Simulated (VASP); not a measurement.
# Tl (Pm-3m) in VASP: notebook

Runs on Tl. Level: PBE. Tasks: single point.

Program: VASP 6.6.1. These are calculated values, not measurements. Logs are shortened: lines on timing, memory, paths and dates and some standing lists are left out, and cuts for length are marked.

**1. The cell of the first run**

Symmetry: Pm-3m, No. 221, cubic system. Conventional cell: a = 2.887 Å, b = 2.887 Å, c = 2.887 Å, α = 90.00°, β = 90.00°, γ = 90.00°. Tl (site symmetry m-3m) has 6 Tl at 2.89 Å within 3.8 Å.

**2. Single point, PBE (volume scaled by 0.7)**

INCAR

```
  PREC = Accurate
  ENCUT = 520
  EDIFF = 1E-7
  ISMEAR = -1
  SIGMA = 0.08
  LREAL = F
  LASPH = T
  NELM = 80
  ALGO = Normal
  ISIF = 2
  LWAVE = F
  LCHARG = F
  GGA = PE
  NBANDS = 12
```

KPOINTS

```
regular mesh
0
Gamma
  12 12 12
```

POSCAR

```
Tl
1.0
    2.8871115793      0.0000000000      0.0000000000
    0.0000000000      2.8871115793      0.0000000000
    0.0000000000      0.0000000000      2.8871115793
Tl
1
Direct
    0.0000000000      0.0000000000      0.0000000000
```

Potentials or basis: VASP PAW PBE potentials, release 64 (Tl_d).

On the command line:

```
cat potpaw_PBE.64/Tl_d/POTCAR > POTCAR
mpirun -np 1 vasp_std > vasp.out
```

OUTCAR:

```text
PREC = Accurate
   ENCUT = 520
   EDIFF = 1E-7
   ISMEAR = -1
   LREAL = F
   LASPH = T
   NELM = 80
   ISIF = 2
   GGA = PE

 ion  position               nearest neighbor table
   1  0.000  0.000  0.000-

  LATTYP: Found a simple cubic cell.
 ALAT       =     2.8871115793

  Lattice vectors:

 A1 = (   2.8871115793,   0.0000000000,   0.0000000000)
 A2 = (   0.0000000000,   2.8871115793,   0.0000000000)
 A3 = (   0.0000000000,   0.0000000000,   2.8871115793)

Analysis of symmetry for initial positions (statically):
=====================================================================
 Subroutine PRICEL returns:
 Original cell was already a primitive cell.

 Routine SETGRP: Setting up the symmetry group for a
 simple cubic supercell.

 Subroutine GETGRP returns: Found 48 space group operations
 (whereof 48 operations were pure point group operations)
 out of a pool of 48 trial point group operations.

The static configuration has the point symmetry O_h .

Analysis of symmetry for dynamics (positions and initial velocities):
=====================================================================
 Subroutine PRICEL returns:
 Original cell was already a primitive cell.

 Routine SETGRP: Setting up the symmetry group for a
 simple cubic supercell.

 Subroutine GETGRP returns: Found 48 space group operations
 (whereof 48 operations were pure point group operations)
 out of a pool of 48 trial point group operations.

The dynamic configuration has the point symmetry O_h .

 Subroutine INISYM returns: Found 48 space group operations
 (whereof 48 operations are pure point group operations),
 and found     1 'primitive' translations

----------------------------------------------------------------------------------------

                                     Primitive cell

  volume of cell :      24.0653

  direct lattice vectors                    reciprocal lattice vectors
     2.887111579  0.000000000  0.000000000     0.346366939  0.000000000  0.000000000
     0.000000000  2.887111579  0.000000000     0.000000000  0.346366939  0.000000000
     0.000000000  0.000000000  2.887111579     0.000000000  0.000000000  0.346366939

  length of vectors
     2.887111579  2.887111579  2.887111579     0.346366939  0.346366939  0.346366939

  position of ions in fractional coordinates (direct lattice)
     0.000000000  0.000000000  0.000000000

  ion indices of the primitive-cell ions
   primitive index   ion index
                 1           1

----------------------------------------------------------------------------------------

 KPOINTS: regular mesh

Automatic generation of k-mesh.
 Grid dimensions read from file:
 generate k-points for:   12   12   12

 Generating k-lattice:

  Cartesian coordinates                     Fractional coordinates (reciprocal lattice)
     0.028863912  0.000000000  0.000000000     0.083333333  0.000000000  0.000000000
     0.000000000  0.028863912  0.000000000     0.000000000  0.083333333  0.000000000
     0.000000000  0.000000000  0.028863912     0.000000000  0.000000000  0.083333333

  Length of vectors
     0.028863912  0.028863912  0.028863912

  Shift w.r.t. Gamma in fractional coordinates (k-lattice)
     0.000000000  0.000000000  0.000000000

 Subroutine IBZKPT returns following result:
 ===========================================

 Found     84 irreducible k-points:

 Following reciprocal coordinates:
            Coordinates               Weight
  0.000000  0.000000  0.000000      1.000000
  0.083333  0.000000  0.000000      6.000000
  0.166667  0.000000  0.000000      6.000000
  0.250000  0.000000  0.000000      6.000000
  0.333333  0.000000  0.000000      6.000000
  0.416667  0.000000  0.000000      6.000000
[... 16 lines left out ...]
  0.333333  0.333333  0.000000     12.000000
  0.416667  0.333333  0.000000     24.000000
 [... further k-points ...]
   k-points           NKPTS =     84   k-points in BZ     NKDIM =     84   number of bands    NBANDS=     12
   number of dos      NEDOS =    301   number of ions     NIONS =      1
   total plane-waves  NPLWV =  13824
   dimension x,y,z NGX =    24 NGY =   24 NGZ =   24
   dimension x,y,z NGXF=    48 NGYF=   48 NGZF=   48
   ions per type =               1
   NGX,Y,Z   is equivalent  to a cutoff of  13.82, 13.82, 13.82 a.u.
   NGXF,Y,Z  is equivalent  to a cutoff of  27.64, 27.64, 27.64 a.u.
 SYSTEM =  unknown system
   PREC   = accura    normal or accurate (medium, high low for compatibility)
   ISTART =      0    job   : 0-new  1-cont  2-samecut
   ICHARG =      2    charge: 1-file 2-atom 10-const
   ISPIN  =      1    spin polarized calculation?
   LNONCOLLINEAR =      F non collinear calculations
   LSORBIT =      F    spin-orbit coupling
   LASPH  =      T    aspherical Exc in radial PAW
   ENCUT  =  520.0 eV  38.22 Ry    6.18 a.u.   5.37  5.37  5.37*2*pi/ulx,y,z
   NELM   =     80;   NELMIN=  2; NELMDL= -5     # of ELM steps
   EDIFF  = 0.1E-06   stopping-criterion for ELM
   LREAL  =      F    real-space projection
   EDIFFG = 0.1E-05   stopping-criterion for IOM
   NSW    =      0    number of steps for IOM
   IBRION =     -1    ionic relax: 0-MD 1-quasi-New 2-CG
   NFREE  =      0    steps in history (QN), initial steepest desc. (CG)
   ISIF   =      2    stress and relaxation
   ISYM   =      2    0-nonsym 1-usesym 2-fastsym
   POTIM  = 0.5000    time-step for ionic-motion
   TEBEG  =    0.0;   TEEND  =   0.0 temperature during run
   PSTRESS=    0.0 pullay stress
   NELECT =      13.0000    total number of electrons
   NUPDOWN=      -1.0000    fix difference up-down
   EMIN   =  10.00;   EMAX   =-10.00  energy-range for DOS
   EFERMI =   0.00;   METHOD = LEGACY
   ISMEAR =    -1;   SIGMA  =   0.08  broadening in eV -4-tet -1-fermi 0-gaus
   EFERMI_NEDOS =   21; number of points for ismear=-14 and -15
   IALGO  =     38    algorithm
   IMIX   =      4    mixing-type and parameters
     AMIX     =   0.40;   BMIX     =  1.00
     AMIX_MAG =   1.60;   BMIX_MAG =  1.00
  volume/ion in A,a.u.               =      24.07       162.40
  Fermi-wavevector in a.u.,A,eV,Ry     =   1.333293  2.519559 24.186684  1.777671
  Thomas-Fermi vector in A             =   2.462163
   LORBIT       =      0    0 simple, 1 ext, 2 COOP (PROOUT), +10 PAW based schemes
   GGA     = PE    functional components
[... 5 lines left out ...]
 non-spin polarized calculation
  energy-cutoff  :      520.00
  volume of cell :       24.07
 maximum number of plane-waves:       672
 NGX is ok and might be reduce to    24
   NGX = 11   NGY = 11   NGZ = 11

 number of electron      13.0000003 magnetization

 Free energy of the ion-electron system (eV)
  ---------------------------------------------------
  ext. energy  EPLUGINS =         0.00000000
  ---------------------------------------------------
  free energy    TOTEN  =        -1.65010241 eV

  energy without entropy =       -1.64265919  energy(sigma->0) =       -1.64638080

 E-fermi :   8.6026     XC(G=0): -10.9975

 val. band max:        8.6002900645   @ k =   0.3333   0.1667   0.0833
 cond. band min:       8.7551976956   @ k =   0.5000   0.4167   0.2500
 fundamental gap:      0.1549076311
 Fermi energy:         8.6026128186

 k-point     1 :       0.0000    0.0000    0.0000
  band No.  band energies     occupation
      1      -4.6079      2.00000
      2      -4.6079      2.00000
      3      -3.0467      2.00000
      4      -2.6364      2.00000
      5      -2.6364      2.00000
      6      -2.6364      2.00000
      7      16.7152      0.00000
      8      16.7152      0.00000
      9      16.7152      0.00000
     10      20.7792      0.00000
     11      22.3212      0.00000
     12      22.3212      0.00000

 k-point     2 :       0.0833    0.0000    0.0000
  band No.  band energies     occupation
      1      -4.5980      2.00000
      2      -4.5318      2.00000
      3      -2.9007      2.00000
      4      -2.6785      2.00000
      5      -2.6785      2.00000
      6      -2.6329      2.00000
      7      15.2846      0.00000
      8      16.9076      0.00000
      9      16.9076      0.00000
     10      21.2608      0.00000
     11      22.2355      0.00000
     12      23.4512      0.00000

 k-point     3 :       0.1667    0.0000    0.0000
  band No.  band energies     occupation
      1      -4.5710      2.00000
      2      -4.3492      2.00000
      3      -2.7916      2.00000
      4      -2.7916      2.00000
      5      -2.6233      2.00000
      6      -2.4296      2.00000
      7      12.8130      0.00000
      8      17.4609      0.00000
      9      17.4609      0.00000
     10      21.5038      0.00000
     11      21.9958      0.00000
     12      26.1959      0.00000
[... 286 lines left out ...]
 k-point    23 :       0.3333    0.3333    0.0000
  band No.  band energies     occupation
      1      -4.1743      2.00000
      2      -3.8109      2.00000
      3      -3.0368      2.00000
      4      -3.0169      2.00000
      5      -2.8972      2.00000
      6       1.7388      2.00000
      7       9.4766      0.00004
      8      10.6330      0.00000
      9      17.6678      0.00000
     10      22.2434      0.00000
     11      22.7935      0.00000
     12      25.3899      0.00000

 k-point    24 :       0.4167    0.3333    0.0000
  band No.  band energies     occupation
      1      -4.1319      2.00000
      2      -3.9585      2.00000
      3      -3.1265      2.00000
      4      -3.0117      2.00000
      5      -2.6394      2.00000
      6       2.9963      2.00000
      7       7.7385      1.99996
      8      11.1043      0.00000
      9      16.1687      0.00000
     10      23.0571      0.00000
     11      23.4361      0.00000
     12      24.9390      0.00000

 [... further k-points ...]
[... 5 lines left out ...]
  --------------------------------------------------------------------------------------
  -------------------------------------------------------------------------------------
  Total        3.0201078      3.0201078      3.0201078     -0.0000000      0.0000000     -0.0000000
  in kB      201.0677074    201.0677074    201.0677074     -0.0000000      0.0000000     -0.0000000
  external PRESSURE =     201.0677074 kB  Pullay stress =       0.0000000 kB

 VOLUME and BASIS-vectors are now :
 -----------------------------------------------------------------------------
  energy-cutoff  :      520.00
  volume of cell :       24.07
      direct lattice vectors                 reciprocal lattice vectors
     2.887111579  0.000000000  0.000000000     0.346366939  0.000000000  0.000000000
     0.000000000  2.887111579  0.000000000     0.000000000  0.346366939  0.000000000
     0.000000000  0.000000000  2.887111579     0.000000000  0.000000000  0.346366939

 POSITION                                       TOTAL-FORCE (eV/Angst)
 -----------------------------------------------------------------------------------
      0.00000      0.00000      0.00000         0.000000      0.000000      0.000000
 -----------------------------------------------------------------------------------
    total drift:                                0.000000     -0.000000      0.000000

  FREE ENERGIE OF THE ION-ELECTRON SYSTEM (eV)
  ---------------------------------------------------
  free  energy   TOTEN  =        -1.6501024077 eV

  energy  without entropy=       -1.6426591893  energy(sigma->0) =       -1.64638080
```

Wall time 6.5 s (1 thread of Intel Xeon 6975P-C (Granite Rapids), shared host); peak memory 0.15 GiB.

Results:

```yaml
Free_energy: -1.6501 eV
Pressure: 20.1 GPa
```

Levels at points of the mesh, in eV from the Fermi level:
| k point | band 2 | band 3 | band 4 | band 5 | band 6 | band 7 | band 8 | band 9 | band 10 | band 11 |
| --- | --- | --- | --- | --- | --- | --- | --- | --- | --- | --- |
| (0.00, 0.00, 0.00) | -13.21 | -11.65 | -11.24 | -11.24 | -11.24 | 8.11 | 8.11 | 8.11 | 12.18 | 13.72 |
| (0.50, 0.00, 0.00) | -12.43 | -11.83 | -11.83 | -11.19 | -6.42 | -4.29 | 12.08 | 12.08 | 12.37 | 13.28 |
| (0.50, 0.50, 0.00) | -12.66 | -11.74 | -11.74 | -10.67 | -2.35 | -0.96 | -0.96 | 5.22 | 15.48 | 15.48 |
| (0.50, 0.50, 0.50) | -12.63 | -12.63 | -10.63 | -10.63 | 2.16 | 2.42 | 2.42 | 2.42 | 6.94 | 9.33 |

Caveat: spin-orbit coupling is left out, which moves the levels of the heavy elements.

**3. Single point, PBE (volume scaled by 0.8)**

INCAR is that of step 2.

KPOINTS

```
Automatic mesh
0
Gamma
  12 12 12
```

POSCAR

```
Tl
1.0
    3.0185211107      0.0000000000      0.0000000000
    0.0000000000      3.0185211107      0.0000000000
    0.0000000000      0.0000000000      3.0185211107
Tl
1
Direct
    0.0000000000      0.0000000000      0.0000000000
```

Potentials or basis: VASP PAW PBE potentials, release 64 (Tl_d).

On the command line:

```
cat potpaw_PBE.64/Tl_d/POTCAR > POTCAR
mpirun -np 1 vasp_std > vasp.out
```

It took 7.5 s on 1 thread of Intel Xeon 6975P-C (Granite Rapids), shared host; peak memory 0.15 GiB.

The run converged. Its results:

* Free energy: -1.9456 eV
* Pressure: 8.7 GPa

Levels at points of the mesh, in eV from the Fermi level:
| k point | band 4 | band 5 | band 6 | band 7 | band 8 | band 9 |
| --- | --- | --- | --- | --- | --- | --- |
| (0.00, 0.00, 0.00) | -11.19 | -11.19 | -10.62 | 7.52 | 7.52 | 7.52 |
| (0.50, 0.00, 0.00) | -11.62 | -11.15 | -6.43 | -3.61 | 10.91 | 10.91 |
| (0.50, 0.50, 0.00) | -11.55 | -10.76 | -2.96 | -0.69 | -0.69 | 4.95 |
| (0.50, 0.50, 0.50) | -10.73 | -10.73 | 0.76 | 2.22 | 2.22 | 2.22 |

Caveat: spin-orbit coupling is left out, which moves the levels of the heavy elements.

**4. Single point, PBE (volume scaled by 0.9)**

INCAR

```
ALGO = Normal
EDIFF = 1E-7
ENCUT = 520
GGA = PE
ISIF = 2
ISMEAR = -1
LASPH = T
LCHARG = F
LREAL = F
LWAVE = F
NBANDS = 12
NELM = 100
PREC = Accurate
SIGMA = 0.08
```

KPOINTS

```
k-points
0
Gamma
  12 12 12
```

POSCAR

```
Tl
1.0
    3.1393884660      0.0000000000      0.0000000000
    0.0000000000      3.1393884660      0.0000000000
    0.0000000000      0.0000000000      3.1393884660
Tl
1
Direct
    0.0000000000      0.0000000000      0.0000000000
```

On the command line:

```
cat potpaw_PBE.64/Tl_d/POTCAR > POTCAR
mpirun -np 1 vasp_std > vasp.out
```

Run time: 6.6 s. Hardware: 1 thread of Intel Xeon 6975P-C (Granite Rapids), shared host; peak memory 0.15 GiB.

It converged, with:

```
Free energy : -2.0659 eV
Pressure    : 3.0 GPa
```

Levels at points of the mesh, in eV from the Fermi level:
| k point | band 2 | band 3 | band 4 | band 5 | band 6 | band 7 | band 8 | band 9 | band 10 | band 11 |
| --- | --- | --- | --- | --- | --- | --- | --- | --- | --- | --- |
| (0.00, 0.00, 0.00) | -12.33 | -11.21 | -11.21 | -11.21 | -9.87 | 6.94 | 6.94 | 6.94 | 9.95 | 11.58 |
| (0.50, 0.00, 0.00) | -11.73 | -11.53 | -11.53 | -11.18 | -6.43 | -3.13 | 9.88 | 9.88 | 11.88 | 12.06 |
| (0.50, 0.50, 0.00) | -11.97 | -11.49 | -11.49 | -10.88 | -3.45 | -0.53 | -0.53 | 4.70 | 13.42 | 14.30 |
| (0.50, 0.50, 0.50) | -11.95 | -11.95 | -10.86 | -10.86 | -0.33 | 2.02 | 2.02 | 2.02 | 7.09 | 8.05 |

Caveat: spin-orbit coupling is left out, which moves the levels of the heavy elements.

**5. The runs side by side**

```csv
cell,gap on the mesh (eV),pressure (GPa)
"a = 2.887 Å, 1 atom",none,20.1
"a = 3.019 Å, 1 atom",none,8.7
"a = 3.139 Å, 1 atom",none,3.0
```

Alike in all rows: task single point; level PBE; potentials or basis VASP PAW PBE potentials, release 64 (Tl_d); no spin polarisation; k mesh 12 × 12 × 12; cutoff (eV) 520; smearing fermi-dirac 0.08 eV.

Caveats: spin-orbit coupling is left out, which moves the levels of the heavy elements.

Absolute energies hang on the potentials; compare differences alone.
